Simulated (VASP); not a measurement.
Wanted: the native input for a VASP 6.6.1 run.

- Task: single point
- Functional: PBE
- Potentials or basis: VASP PAW PBE potentials, release 64 (Pr_3, As, Au), 4f in core
- Cutoff: 500 eV
- k mesh: 6 × 6 × 2
- Occupations: gaussian, width 0.1 eV
- Spin: no spin polarisation
- Dipole correction: no
- Further INCAR settings: ALGO = Normal; EDIFF = 1e-06; NBANDS = 33

The structure of PrAs3Au2 lies in POSCAR:

```
PrAs3Au2
1.0
    4.4691647200      0.0000000000      0.0000000000
   -2.2345823600      3.8704101800      0.0000000000
    0.0000000000      0.0000000000      9.5985595200
Pr As Au
1 3 2
Direct
    0.0000000000      0.0000000000      0.5000000000
    0.0000000000      0.0000000000      0.0000000000
    0.0000000000      0.0000000000      0.8185028300
    0.0000000000      0.0000000000      0.1814971700
    0.3333333300      0.6666666700      0.5000000000
    0.6666666700      0.3333333300      0.5000000000
```

The cell was generated, and may not be a known phase.

One way to write it, as run:

INCAR

```
SYSTEM = PrAs3Au2
PREC = Accurate
ENCUT = 500
EDIFF = 1E-6
ISMEAR = 0
SIGMA = 0.1
LREAL = .FALSE.
LASPH = .TRUE.
NELM = 200
ALGO = Normal
ISIF = 2
LWAVE = .FALSE.
LCHARG = .FALSE.
GGA = PE
NBANDS = 33
GGA_COMPAT = .FALSE.
LMAXMIX = 6
```

KPOINTS

```
Automatic mesh
0
G
  6 6 2
  0 0 0
```

Potentials or basis: VASP PAW PBE potentials, release 64 (Pr_3, As, Au), 4f in core.

Launch:

```console
$ cat potpaw_PBE.64/Pr_3/POTCAR potpaw_PBE.64/As/POTCAR potpaw_PBE.64/Au/POTCAR > POTCAR
$ mpirun -np 1 vasp_std > vasp.out
```

Results of the run:

```json
{"Pressure": "51.1 GPa", "Largest force": "23.217 eV/Å", "Band gap on the k mesh": "zero (bands 24 and 25 overlap by 0.12 eV)"}
```

Caveat: the stress differs along the axes, from 38 to 77 GPa; spin-orbit coupling is left out, which moves the levels of the heavy elements; the 4f electrons are frozen in the core, so they carry no moment and show no levels; forces of over 1 eV/Å act on the atoms, so gaps and moduli don't describe the material at rest.

It took 100 s on 1 thread of AMD EPYC 7R43 64-Core Processor (Zen 3) (shared host), peak memory 0.27 GiB.
